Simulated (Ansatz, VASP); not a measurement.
One calculation of C, two programs

```
C
1.0
     2.45873    0.00000    0.00000
    -1.22937    2.12933    0.00000
     0.00000    0.00000    7.24581
C
4
Cartesian
  0.0000 0.1420 0.0181
  0.0000 -0.1420 3.6410
  0.0000 1.5616 0.0181
  1.2294 0.5678 3.6410
```

Change from the starting cell: mode 4 frozen in at -0.000 Å and mode 5 at +0.142 Å (largest displacements).

Alike in both runs: task single point; functional PBEsol; k mesh 18 × 18 × 6; occupations gaussian, width 0.15 eV; no spin polarisation.

|  | VASP | Ansatz |
| --- | --- | --- |
| version | VASP 6.6.1 | Ansatz 0.2.0 |
| potentials or method | VASP PAW PBE potentials, release 64 (C), cutoff 520 eV | scalar-relativistic, plane waves, PAW |
| valence electrons in the cell | 16 | 16 |

```tsv
	VASP	Ansatz	Ansatz less VASP
gap on the k mesh at the Fermi level (eV)	0.01	0.01	0.000
least direct gap on the mesh (eV)	0.01	0.01	0.000
pressure (GPa)	0.7	0.0	-0.68
traceless stress, the component that is largest in VASP (GPa)	-0.70	0.05	+0.749
```

VASP's potentials were made for PBE, not for PBEsol, and Ansatz warns of the same on its side.
